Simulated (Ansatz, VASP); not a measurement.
**KPt in VASP and in Ansatz**

Contents of INCAR:

```
AGGAC = 1.0 ; AGGAX = 1.0
ALDAC = 0.0 ; ALDAX = 1.0
ALGO = Fast ; EDIFF = 1E-6
ENCUT = 520 ; GGA = B5
ISIF = 2 ; ISMEAR = -1
LASPH = True ; LCHARG = False
LREAL = False ; LWAVE = False
NBANDS = 16 ; NELM = 60
PREC = Accurate ; SIGMA = 0.05
```

Contents of KPOINTS:

```
k-points
0
Gamma
  10 10 5
```

Contents of POSCAR:

```
KPt
1.0
    3.0403366399      0.0000000000      0.0000000000
   -1.5201683200      2.6330087662      0.0000000000
    0.0000000000      0.0000000000      5.4159226196
Pt K
1 1
Direct
    0.6666666667      0.3333333333      0.0000000000
    0.0000000000      0.0000000000      0.5000000000
```

input.yaml

```yaml
crystal:
  lattice:
    - [3.0403366399, 0.0, 0.0]
    - [-1.52016832, 2.6330087662, 0.0]
    - [0.0, 0.0, 5.4159226196]
  atoms:
    - { symbol: Pt, position: [0.6666666667, 0.3333333333, 0.0] }
    - { symbol: K, position: [0.0, 0.0, 0.5] }
kpoints:
  mp_grid: { grid: [10, 10, 5] }
scf:
  occupations: { method: fermi_dirac, width: 0.05 }
hamiltonian:
  xc: blyp
  pseudopotentials: { kind: all_electron, lapw: { basis_error: 0.001 } }
output:
  forces: true
  stress: true
  eigenvalues: true
```

Change from the starting cell: volume scaled by 1.04.

Alike in both runs: task single point; functional BLYP; k mesh 10 × 10 × 5; occupations fermi-dirac, width 0.05 eV; no spin polarisation.

|  | VASP | Ansatz |
| --- | --- | --- |
| version | VASP 6.6.1 | Ansatz 0.2.0 |
| potentials or method | VASP PAW PBE potentials, release 64 (Pt, K_sv), cutoff 520 eV | all-electron LAPW, scalar-relativistic |

VASP gave:

- gap on the k mesh at the Fermi level (eV): none
- pressure (GPa): 2.6
- traceless stress, the component that is largest in VASP (GPa): -1.52

**Question.** What did Ansatz give for the same quantities?

**Answer.** gap on the k mesh at the Fermi level (eV): none; pressure (GPa): 2.3; traceless stress, the component that is largest in VASP (GPa): -1.54.

VASP's potentials were made for PBE, not for BLYP. A gap of «none» marks a metal or a gap that the smearing closes. Ansatz ran all-electron here, and VASP with PAW potentials.

Neither program's run includes spin-orbit coupling.
